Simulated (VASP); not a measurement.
# MgC18 in VASP: a series of runs

The runs below take MgC18 through single point, with PBE+D3(BJ).

Everything below comes from runs of VASP 6.6.1. Logs are shortened: lines on timing, memory, paths and dates and some standing lists are left out, and cuts for length are marked.

### Step 1. The cell of the first run

The cell holds a slab with vacuum, 19 atoms: a = 7.398 Å, b = 7.398 Å, c = 12.000 Å, α = 90.00°, β = 90.00°, γ = 120.00°.

### Step 2. Single point, PBE+D3(BJ)

Input file INCAR:

```
SYSTEM = MgC18
PREC     = Accurate       ! precision mode
ENCUT    = 520            ! plane-wave cutoff, eV
EDIFF    = 1E-7           ! SCF threshold, eV
ISMEAR   = -1             ! smearing method
SIGMA    = 0.05           ! smearing width, eV
LREAL    = Auto         
LASPH    = .True.         ! aspherical terms in the spheres
NELM     = 100            ! most SCF steps
ALGO     = Normal         ! electronic algorithm
ISIF     = 2              ! what is computed and relaxed
LWAVE    = .False.        ! write WAVECAR
LCHARG   = .False.        ! write CHGCAR
GGA      = PE             ! functional
IVDW     = 12             ! dispersion correction
NBANDS   = 52             ! bands
```

Input file KPOINTS:

```
regular mesh
0
Gamma
  2 2 1
  0 0 0
```

Input file POSCAR:

```
MgC18
1.0
    7.3980000000      0.0000000000      0.0000000000
   -3.6990000000      6.4068560000      0.0000000000
    0.0000000000      0.0000000000     12.0000000000
C Mg
18 1
Direct
    0.0030363195      0.0018406844      0.0778445000
    0.2266608357      0.1136512199      0.0777209167
    0.0041601387      0.3360504747      0.0776448333
    0.2255607882      0.4467044366      0.0772945000
    0.0039495108      0.6683599569      0.0775051667
    0.2257609561      0.7793056376      0.0771791667
    0.3375907427      0.0029114124      0.0775277500
    0.5588704030      0.1134804653      0.0778254167
    0.3373886581      0.3349438477      0.0776133333
    0.5590548143      0.4458181985      0.0778396667
    0.3365272024      0.6685683274      0.0771049167
    0.5601296953      0.7803769899      0.0774560000
    0.6707005584      0.0016722711      0.0777813333
    0.8923568708      0.1124420465      0.0778494167
    0.6696658881      0.3351495648      0.0779579167
    0.8932724107      0.4469457406      0.0777689167
    0.6708864037      0.6694629940      0.0777446667
    0.8921594483      0.7801653416      0.0777760833
    0.1808002249      0.6048153728      0.3550650000
```

Potentials or basis: VASP PAW PBE potentials, release 64 (C, Mg).

On the command line:

```
> cat potpaw_PBE.64/C/POTCAR potpaw_PBE.64/Mg/POTCAR > POTCAR
> mpirun -np 1 vasp_std > vasp.out
```

OUTCAR:

```text
SYSTEM = MgC18
   PREC = Accurate
   ENCUT = 520
   EDIFF = 1E-7
   ISMEAR = -1
   LREAL = Auto
   LASPH = .True.
   NELM = 100
   ISIF = 2
   GGA = PE
   IVDW = 12
 IVDW          = 12

 ion  position               nearest neighbor table
   1  0.003  0.002  0.078-  14 1.42  18 1.42   2 1.43
   2  0.227  0.114  0.078-   9 1.42   7 1.42   1 1.43
   3  0.004  0.336  0.078-   4 1.42  16 1.42  14 1.43
   4  0.226  0.447  0.077-   3 1.42  11 1.42   9 1.43
   5  0.004  0.668  0.078-  16 1.42   6 1.42  18 1.43
   6  0.226  0.779  0.077-  11 1.42   5 1.42   7 1.43
[... 10 lines left out ...]
  17  0.671  0.669  0.078-  18 1.42  12 1.42  10 1.43
  18  0.892  0.780  0.078-  17 1.42   1 1.42   5 1.43
  19  0.181  0.605  0.355-

  LATTYP: Found a hexagonal cell.
 ALAT       =     7.3980000000
 C/A-ratio  =     1.6220600162

  Lattice vectors:

 A1 = (   7.3980000000,   0.0000000000,   0.0000000000)
 A2 = (  -3.6990000000,   6.4068560000,   0.0000000000)
 A3 = (   0.0000000000,   0.0000000000,  12.0000000000)

Analysis of symmetry for initial positions (statically):
=====================================================================
 Subroutine PRICEL returns:
 Original cell was already a primitive cell.

 Routine SETGRP: Setting up the symmetry group for a
 hexagonal supercell.

 Subroutine GETGRP returns: Found  1 space group operations
 (whereof  1 operations were pure point group operations)
 out of a pool of 24 trial point group operations.

The static configuration has the point symmetry C_1 .

Analysis of symmetry for dynamics (positions and initial velocities):
=====================================================================
 Subroutine PRICEL returns:
 Original cell was already a primitive cell.

 Routine SETGRP: Setting up the symmetry group for a
 hexagonal supercell.

 Subroutine GETGRP returns: Found  1 space group operations
 (whereof  1 operations were pure point group operations)
 out of a pool of 24 trial point group operations.

The dynamic configuration has the point symmetry C_1 .

 Subroutine INISYM returns: Found  1 space group operations
 (whereof  1 operations are pure point group operations),
 and found     1 'primitive' translations

----------------------------------------------------------------------------------------

                                     Primitive cell

  volume of cell :     568.7750

  direct lattice vectors                    reciprocal lattice vectors
     7.398000000  0.000000000  0.000000000     0.135171668  0.078041398  0.000000000
    -3.699000000  6.406856000  0.000000000     0.000000000  0.156082796  0.000000000
     0.000000000  0.000000000 12.000000000     0.000000000  0.000000000  0.083333333

  length of vectors
     7.398000000  7.398000054 12.000000000     0.156082797  0.156082796  0.083333333

  position of ions in fractional coordinates (direct lattice)
     0.003036319  0.001840684  0.077844500
     0.226660836  0.113651220  0.077720917
     0.004160139  0.336050475  0.077644833
     0.225560788  0.446704437  0.077294500
     0.003949511  0.668359957  0.077505167
     0.225760956  0.779305638  0.077179167
[... 11 lines left out ...]
     0.892159448  0.780165342  0.077776083
     0.180800225  0.604815373  0.355065000

  ion indices of the primitive-cell ions
   primitive index   ion index
                 1           1
                 2           2
                 3           3
                 4           4
                 5           5
                 6           6
[... 11 lines left out ...]
                18          18
                19          19

----------------------------------------------------------------------------------------

 KPOINTS: regular mesh

Automatic generation of k-mesh.
 Grid dimensions read from file:
 generate k-points for:    2    2    1

 Generating k-lattice:

  Cartesian coordinates                     Fractional coordinates (reciprocal lattice)
     0.067585834  0.039020699  0.000000000     0.500000000  0.000000000  0.000000000
     0.000000000  0.078041398  0.000000000     0.000000000  0.500000000  0.000000000
     0.000000000  0.000000000  0.083333333     0.000000000  0.000000000  1.000000000

  Length of vectors
     0.078041399  0.078041398  0.083333333

  Shift w.r.t. Gamma in fractional coordinates (k-lattice)
     0.000000000  0.000000000  0.000000000

 Subroutine IBZKPT returns following result:
 ===========================================

 Found      4 irreducible k-points:

 Following reciprocal coordinates:
            Coordinates               Weight
  0.000000  0.000000  0.000000      1.000000
  0.500000  0.000000  0.000000      1.000000
  0.000000  0.500000  0.000000      1.000000
  0.500000  0.500000  0.000000      1.000000
   k-points           NKPTS =      4   k-points in BZ     NKDIM =      4   number of bands    NBANDS=     52
   number of dos      NEDOS =    301   number of ions     NIONS =     19
   total plane-waves  NPLWV = 282240
[... 26 lines left out ...]
   NELECT =      74.0000    total number of electrons
   NUPDOWN=      -1.0000    fix difference up-down
   EMIN   =  10.00;   EMAX   =-10.00  energy-range for DOS
   EFERMI =   0.00;   METHOD = LEGACY
   ISMEAR =    -1;   SIGMA  =   0.05  broadening in eV -4-tet -1-fermi 0-gaus
   EFERMI_NEDOS =   21; number of points for ismear=-14 and -15
   IALGO  =     38    algorithm
   IMIX   =      4    mixing-type and parameters
     AMIX     =   0.40;   BMIX     =  1.00
     AMIX_MAG =   1.60;   BMIX_MAG =  1.00
  volume/ion in A,a.u.               =      29.94       202.01
  Fermi-wavevector in a.u.,A,eV,Ry     =   0.829542  1.567608  9.362720  0.688140
  Thomas-Fermi vector in A             =   1.942107
   LORBIT       =      0    0 simple, 1 ext, 2 COOP (PROOUT), +10 PAW based schemes
   GGA     = PE    functional components
   LHFCALC =     F    Hartree Fock is set to
   AEXX    =    0.0000 exact exchange contribution
   IVDW    =    12    specifies the selected vdW correction
   LEPSILON=     F    determine dielectric tensor
   LRPA    =     F    only Hartree local field effects (RPA)
 non-spin polarized calculation
  energy-cutoff  :      520.00
  volume of cell :      568.78
 maximum number of plane-waves:     15363
 NGX is ok and might be reduce to    56
   NGX = 27   NGY = 27   NGZ = 45

 number of electron      74.0000001 magnetization

 Free energy of the ion-electron system (eV)
  ---------------------------------------------------
  ext. energy  EPLUGINS =         0.00000000
  ---------------------------------------------------
  free energy    TOTEN  =      -165.62226795 eV

  energy without entropy =     -165.56071927  energy(sigma->0) =     -165.59149361

 E-fermi :  -1.5394     XC(G=0):  -4.4346

 val. band max:       -1.6020364194   @ k =   0.0000   0.0000   0.0000
 cond. band min:      -1.4848540614   @ k =   0.0000   0.0000   0.0000
 fundamental gap:      0.1171823580
 Fermi energy:        -1.5393950116

 k-point     1 :       0.0000    0.0000    0.0000
  band No.  band energies     occupation
      1     -21.0573      2.00000
      2     -18.5266      2.00000
      3     -18.5087      2.00000
      4     -18.4600      2.00000
      5     -18.4573      2.00000
      6     -18.4418      2.00000
[... 41 lines left out ...]
     48       3.3613      0.00000
     49       3.4154      0.00000

 k-point     2 :       0.5000    0.0000    0.0000
  band No.  band energies     occupation
      1     -20.4088      2.00000
      2     -20.3970      2.00000
      3     -19.1339      2.00000
      4     -19.0865      2.00000
      5     -16.6484      2.00000
      6     -16.6425      2.00000
[... 41 lines left out ...]
     48       3.4996      0.00000
     49       3.6849      0.00000

 k-point     3 :       0.0000    0.5000    0.0000
  band No.  band energies     occupation
      1     -20.4087      2.00000
      2     -20.3971      2.00000
      3     -19.1338      2.00000
      4     -19.0866      2.00000
      5     -16.6483      2.00000
      6     -16.6424      2.00000
[... 41 lines left out ...]
     48       3.4995      0.00000
     49       3.6852      0.00000

 k-point     4 :       0.5000    0.5000    0.0000
  band No.  band energies     occupation
      1     -20.4088      2.00000
      2     -20.3970      2.00000
      3     -19.1337      2.00000
      4     -19.0867      2.00000
      5     -16.6483      2.00000
      6     -16.6424      2.00000
[... 41 lines left out ...]
     48       3.4995      0.00000
     49       3.6855      0.00000
 [bands above 49 left out]

------------------------ aborting loop because EDIFF is reached ----------------------------------------

 Edisp (eV)   -1.88360

 E8    (eV) :    -0.5969

  FORCE on cell =-STRESS in cart. coord.  units (eV):
  Direction    XX          YY          ZZ          XY          YZ          ZX
  --------------------------------------------------------------------------------------
  -------------------------------------------------------------------------------------
  Total       1.08746     1.09496    -0.26104    -0.03710    -0.01937    -0.02106
  in kB       3.06325     3.08439    -0.73531    -0.10450    -0.05455    -0.05933
  external pressure =        1.80 kB  Pullay stress =        0.00 kB

 VOLUME and BASIS-vectors are now :
 -----------------------------------------------------------------------------
  energy-cutoff  :      520.00
  volume of cell :      568.78
      direct lattice vectors                 reciprocal lattice vectors
     7.398000000  0.000000000  0.000000000     0.135171668  0.078041398  0.000000000
    -3.699000000  6.406856000  0.000000000     0.000000000  0.156082796  0.000000000
     0.000000000  0.000000000 12.000000000     0.000000000  0.000000000  0.083333333

 POSITION                                       TOTAL-FORCE (eV/Angst)
 -----------------------------------------------------------------------------------
      0.01565      0.01179      0.93413         0.003883     -0.002514     -0.000642
      1.25644      0.72815      0.93265         0.003675     -0.003651      0.006394
     -1.21227      2.15303      0.93174         0.006533      0.013064     -0.000946
      0.01634      2.86197      0.92753        -0.005743      0.022420      0.000052
     -2.44304      4.28209      0.93006         0.019834      0.000113      0.001426
     -1.21247      4.99290      0.92615        -0.000500     -0.011339     -0.001340
[... 11 lines left out ...]
      3.71436      4.99841      0.93331        -0.006655     -0.002343     -0.001518
     -0.89965      3.87497      4.26078        -0.006151     -0.005537     -0.015992
 -----------------------------------------------------------------------------------
    total drift:                               -0.002540     -0.013122     -0.003090

  FREE ENERGIE OF THE ION-ELECTRON SYSTEM (eV)
  ---------------------------------------------------
  free  energy   TOTEN  =      -167.5058710707 eV

  energy  without entropy=     -167.4443223873  energy(sigma->0) =     -167.47509673
```

Wall time 9.9 min (1 thread of Intel Xeon 8259CL, shared host); peak memory 0.59 GiB.

What came out:

```
Free energy                : -167.5059 eV
Largest force              : 0.023 eV/Å
Band gap on the k mesh     : 0.12 eV
Dispersion energy per atom : -0.099 eV
```

Forces in eV/Å, atoms in the order of the input:
```
C    0.004 -0.003 -0.001
C    0.004 -0.004  0.006
C    0.007  0.013 -0.001
C   -0.006  0.022  0.000
C    0.020  0.000  0.001
C   -0.001 -0.011 -0.001
C   -0.004  0.002 -0.002
C   -0.003  0.009  0.004
C    0.008 -0.005 -0.001
C   -0.005 -0.001  0.001
C   -0.007 -0.006  0.000
C   -0.004 -0.004 -0.006
C    0.012 -0.005  0.003
C   -0.014 -0.003  0.004
C   -0.003 -0.005  0.003
C    0.007 -0.003  0.000
C    0.000  0.010  0.006
C   -0.007 -0.002 -0.002
Mg  -0.006 -0.006 -0.016
```

Levels at points of the mesh, in eV from the valence-band top:
```tsv
k point	band 35	band 36	band 37	band 38	band 39	band 40
(0.00, 0.00, 0.00)	-0.24	0.00	0.00	0.12	0.12	3.27
(0.50, 0.00, 0.00)	-2.57	-2.30	-0.13	1.72	2.54	2.56
(0.00, 0.50, 0.00)	-2.57	-2.30	-0.14	1.72	2.54	2.56
(0.50, 0.50, 0.00)	-2.58	-2.30	-0.14	1.72	2.54	2.56
```

Caveat: the k points lie up to 0.49 Å⁻¹ apart; there is no dipole correction, which matters where the two faces differ; semilocal functionals underestimate gaps, and a narrow one can read as zero.

### Step 3. Single point, PBE+D3(BJ)

Input file INCAR:

```
SYSTEM = MgC18
  PREC = Accurate
  ENCUT = 520
  EDIFF = 1E-6
  ISMEAR = -1
  SIGMA = 0.05
  LREAL = Auto
  LASPH = .True.
  NELM = 80
  ALGO = Normal
  ISIF = 2
  LWAVE = .False.
  LCHARG = .False.
  GGA = PE
  IVDW = 12
  NBANDS = 52
```

Input file KPOINTS:

```
Automatic mesh
0
Gamma
  2 2 1
  0 0 0
```

Input file POSCAR:

```
MgC18
1.0
    7.3980000000      0.0000000000      0.0000000000
   -3.6990000000      6.4068560000      0.0000000000
    0.0000000000      0.0000000000     12.0000000000
C Mg
18 1
Direct
    0.0031182960      0.0026699523      0.0776148333
    0.2257314927      0.1140128637      0.0774749167
    0.0037523995      0.3359405924      0.0775410833
    0.2250740541      0.4465311847      0.0770448333
    0.0030225921      0.6686558899      0.0772163333
    0.2256965319      0.7800802765      0.0767695000
    0.3371280307      0.0027607925      0.0772130833
    0.5584695437      0.1133754216      0.0776640833
    0.3364798444      0.3353022138      0.0773965000
    0.5591144669      0.4466622943      0.0776464167
    0.3365113001      0.6692742899      0.0767425000
    0.5592427087      0.7806989887      0.0770426667
    0.6698438862      0.0020351636      0.0775337500
    0.8924518727      0.1133335914      0.0776940833
    0.6697889964      0.3360016208      0.0778735000
    0.8923971308      0.4473062919      0.0776581667
    0.6704835627      0.6692991071      0.0773964167
    0.8917638114      0.7800393828      0.0774675833
    0.2995725462      0.7097963494      0.3595089167
```

Potentials or basis: VASP PAW PBE potentials, release 64 (C, Mg).

On the command line:

```
> cat potpaw_PBE.64/C/POTCAR potpaw_PBE.64/Mg/POTCAR > POTCAR
> mpirun -np 1 vasp_std > vasp.out
```

Run time: 6.9 min. Hardware: 1 thread of Intel Xeon 8259CL, shared host; peak memory 0.58 GiB.

Results (log left out):

| Property | Result |
| --- | --- |
| Free energy | -167.4991 eV |
| Largest force | 0.027 eV/Å |
| Band gap on the k mesh | 0.06 eV |
| Dispersion energy per atom | -0.099 eV |

Forces on the atoms (eV/Å):
```
C    0.011 -0.002 -0.007
C    0.005 -0.004  0.003
C    0.012  0.000  0.000
C   -0.007  0.025 -0.006
C    0.018  0.000 -0.002
C    0.000 -0.002  0.006
C    0.009 -0.017 -0.004
C   -0.010  0.000  0.003
C    0.001 -0.007  0.004
C   -0.005  0.010 -0.005
C    0.000  0.003  0.007
C   -0.021  0.001 -0.004
C   -0.004 -0.015  0.001
C   -0.011  0.003  0.011
C    0.010 -0.008  0.006
C    0.001  0.008  0.003
C   -0.003  0.004  0.003
C   -0.005  0.000  0.007
Mg  -0.002  0.001 -0.024
```

Levels at points of the mesh, in eV from the valence-band top:
```tsv
k point	band 34	band 35	band 36	band 37	band 38	band 39	band 40	band 41
(0.00, 0.00, 0.00)	-3.00	-0.30	0.00	0.00	0.06	0.07	3.22	3.51
(0.50, 0.00, 0.00)	-2.62	-2.61	-2.33	-0.18	1.69	2.52	2.52	2.56
(0.00, 0.50, 0.00)	-2.62	-2.61	-2.33	-0.18	1.69	2.52	2.52	2.56
(0.50, 0.50, 0.00)	-2.62	-2.62	-2.33	-0.18	1.70	2.49	2.53	2.54
```

Caveat: the k points lie up to 0.49 Å⁻¹ apart; there is no dipole correction, which matters where the two faces differ; semilocal functionals underestimate gaps, and a narrow one can read as zero.

### Step 4. Single point, PBE+D3(BJ)

Input file INCAR:

```
SYSTEM = MgC18
  ALGO = Normal
  EDIFF = 1E-6
  ENCUT = 520
  GGA = PE
  ISIF = 2
  ISMEAR = -1
  IVDW = 12
  LASPH = .TRUE.
  LCHARG = .FALSE.
  LREAL = Auto
  LWAVE = .FALSE.
  NBANDS = 52
  NELM = 60
  PREC = Accurate
  SIGMA = 0.05
```

Input file KPOINTS:

```
k-points
0
G
  2 2 1
  0 0 0
```

Input file POSCAR:

```
MgC18
1.0
    7.3980000000      0.0000000000      0.0000000000
   -3.6990000000      6.4068560000      0.0000000000
    0.0000000000      0.0000000000     12.0000000000
C Mg
18 1
Direct
    0.0039082445      0.0027124068      0.0778460833
    0.2255667613      0.1135806705      0.0777858333
    0.0040756003      0.3350417116      0.0777852500
    0.2253588766      0.4456042090      0.0774705833
    0.0028282576      0.6681520546      0.0775477500
    0.2264387276      0.7799799153      0.0772059167
    0.3373848312      0.0017918305      0.0775155000
    0.5587946325      0.1124643663      0.0777581667
    0.3362717128      0.3348567535      0.0777480833
    0.5599230311      0.4466860189      0.0778388333
    0.3371788782      0.6692223143      0.0771250000
    0.5590299109      0.7801757992      0.0773025833
    0.6696942727      0.0015875181      0.0776308333
    0.8933087107      0.1133908738      0.0778379167
    0.6706008327      0.3360873102      0.0779462500
    0.8922540407      0.4468692601      0.0778218333
    0.6708022681      0.6683482507      0.0776178333
    0.8920856182      0.7790682357      0.0777247500
    0.4052490575      0.8292680528      0.3549903333
```

On the command line:

```
> cat potpaw_PBE.64/C/POTCAR potpaw_PBE.64/Mg/POTCAR > POTCAR
> mpirun -np 1 vasp_std > vasp.out
```

Wall time 5.4 min (1 thread of Intel Xeon 8259CL, shared host); peak memory 0.58 GiB.

The run converged. Its results:

* Free energy: -167.5061 eV
* Largest force: 0.022 eV/Å
* Band gap on the k mesh: 0.12 eV
* Dispersion energy per atom: -0.099 eV

Forces on the atoms (eV/Å):
```
C    0.009  0.005  0.000
C    0.000 -0.004 -0.002
C    0.003 -0.010  0.003
C    0.003  0.009 -0.003
C    0.000  0.004 -0.003
C    0.016  0.011  0.001
C    0.007 -0.015  0.000
C    0.002 -0.011 -0.001
C   -0.006 -0.011  0.007
C    0.000  0.012  0.000
C    0.004  0.018  0.000
C   -0.018  0.003  0.001
C   -0.019 -0.011 -0.001
C   -0.005  0.004  0.005
C    0.003  0.003  0.000
C    0.000 -0.004  0.004
C    0.001 -0.007 -0.001
C   -0.003 -0.003  0.007
Mg   0.002  0.009 -0.016
```

Levels at points of the mesh, in eV from the valence-band top:
```tsv
k point	band 33	band 34	band 35	band 36	band 37	band 38	band 39	band 40	band 41	band 42
(0.00, 0.00, 0.00)	-2.97	-2.97	-0.23	0.00	0.00	0.12	0.12	3.28	3.57	3.58
(0.50, 0.00, 0.00)	-2.61	-2.59	-2.57	-2.30	-0.13	1.72	2.55	2.56	2.57	2.60
(0.00, 0.50, 0.00)	-2.61	-2.59	-2.57	-2.30	-0.13	1.72	2.55	2.56	2.57	2.60
(0.50, 0.50, 0.00)	-2.61	-2.59	-2.57	-2.30	-0.13	1.72	2.54	2.56	2.57	2.60
```

Caveat: the k points lie up to 0.49 Å⁻¹ apart; there is no dipole correction, which matters where the two faces differ; semilocal functionals underestimate gaps, and a narrow one can read as zero.

### Step 5. Summary

```tsv
cell	gap on the mesh (eV)	largest force (eV/Å)
as given, atomic positions A	0.12	0.02
as given, atomic positions B	0.06	0.03
as given, atomic positions C	0.12	0.02
```

Alike in all rows: task single point; level PBE+D3(BJ); potentials or basis VASP PAW PBE potentials, release 64 (C, Mg); no spin polarisation; k mesh 2 × 2 × 1; cutoff (eV) 520; smearing fermi-dirac 0.05 eV.

Caveats: all runs use coarse meshes; there is no dipole correction, which matters where the two faces differ; semilocal functionals underestimate gaps, and a narrow one can read as zero.

Absolute energies hang on the potentials; compare differences alone.
